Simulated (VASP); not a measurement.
Input of a VASP 6.6.1 run:

Contents of INCAR:

```
SYSTEM = Sr
  PREC = Accurate
  ENCUT = 520
  EDIFF = 1E-7
  ISMEAR = 0
  SIGMA = 0.15
  LREAL = .FALSE.
  LASPH = .TRUE.
  NELM = 60
  ALGO = Fast
  ISIF = 2
  LWAVE = .FALSE.
  LCHARG = .FALSE.
  GGA = PS
  NBANDS = 17
```

File KPOINTS:

```
Automatic mesh
0
G
  12 12 8
  0 0 0
```

Contents of POSCAR:

```
Sr
1.0
    4.6488050113      0.0000000000      0.0000000000
   -2.3244025057      3.4934476938      0.0000000000
    0.0000000000      0.0000000000      6.3970297469
Sr
2
Direct
    0.3333333333      0.6666666667      0.2500000000
    0.6666666667      0.3333333333      0.7500000000
```

Potentials or basis: VASP PAW PBE potentials, release 64 (Sr_sv).

Command:

```console
$ cat potpaw_PBE.64/Sr_sv/POTCAR > POTCAR
$ mpirun -np 1 vasp_std > vasp.out
```

Problem. Predict the band gap on the k mesh.

Solution. Zero (bands 10 and 11 overlap by 0.14 eV).

Problem. What does it give for the pressure?

Solution. 0.3 GPa.

Problem. Estimate the largest force.

Solution. 0.204 eV/Å.

Forces on the atoms (eV/Å):
```
Sr   0.000 -0.204  0.000
Sr   0.000  0.204  0.000
```

Caveat: the cell differs from its parent crystal (strain +e along x and -e along y +0.0733, strain +e along z and -e/2 along x and y -0.0700); the PAW data sets were made with another functional, which shifts forces and pressure a little.
